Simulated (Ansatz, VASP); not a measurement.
# Two plane-wave programs on In2O

```
O In
1.0
     0.00000    3.20627    3.20627
     3.20627    0.00000    3.20627
     3.20627    3.20627    0.00000
O In
1 2
Direct
  0.00000 0.00000 0.00000
  0.25000 0.25000 0.25000
  0.75000 0.75000 0.75000
```

Alike in both runs: functional PBE; k mesh 10 × 10 × 10; occupations fermi-dirac, width 0.03 eV; no spin polarisation.

Ansatz relaxed the structure, and its values are those at the end. VASP's run is a single point on that final structure, the one shown.

|  | VASP | Ansatz |
| --- | --- | --- |
| version | VASP 6.6.1 | Ansatz 0.2.0 |
| potentials or method | VASP PAW PBE potentials, release 64 (O, In_d) | PAW with Ansatz's default frozen-core files, scalar-relativistic |
| plane-wave cutoff (eV) | 520 | 420 |
| valence electrons in the cell | 32 | 32 |

|  | VASP | Ansatz | Ansatz less VASP |
| --- | --- | --- | --- |
| pressure (GPa) | 0.0 | 0.0 | +0.01 |
